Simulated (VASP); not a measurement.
Crystal: GaCo.

```
Ga Co
1.0
     2.87800    0.00000    0.00000
     0.00000    2.87800    0.00000
     0.00000    0.00000    2.87800
Ga Co
1 1
Direct
  0.50000 0.50000 0.50000
  0.00000 0.00000 0.00000
```

Base run:

```yaml
Program: VASP 6.6.1
Functional: PBE
Potentials_or_basis: VASP PAW PBE potentials, release 64 (Ga_d, Co_sv)
Cutoff: 690 eV
k_mesh: 8 × 8 × 8
Occupations: fermi-dirac, width 0.05 eV
Spin: collinear spin, ferromagnetic start
Starting_moments: "[0.0, 1.0] μB"
Fixed_moment: 1 μB
```

Its results: pressure 5.2 GPa; site moments Ga -0.02; Co +0.99 μB.

Problem. After a change of settings the same cell gave: pressure 36.6 GPa; site moments Ga +0.36; Co +2.29 μB. Which change was it?
A. fixed moment from 1 μB to 2 μB; moments at the start from [0.0, 1.0] to [0.0, 2.0]
B. fixed moment from 1 μB to 4 μB; moments at the start from [0.0, 1.0] to [0.0, 4.0]
C. fixed moment from 1 μB to 3 μB; moments at the start from [0.0, 1.0] to [0.0, 3.0]
D. fixed moment from 1 μB to 1.5 μB; moments at the start from [0.0, 1.0] to [0.0, 1.5]

Solution. C.

Caveats: the cell stands under pressure; the total moment is fixed, so each spin has its own Fermi level and the state may be an excited one.
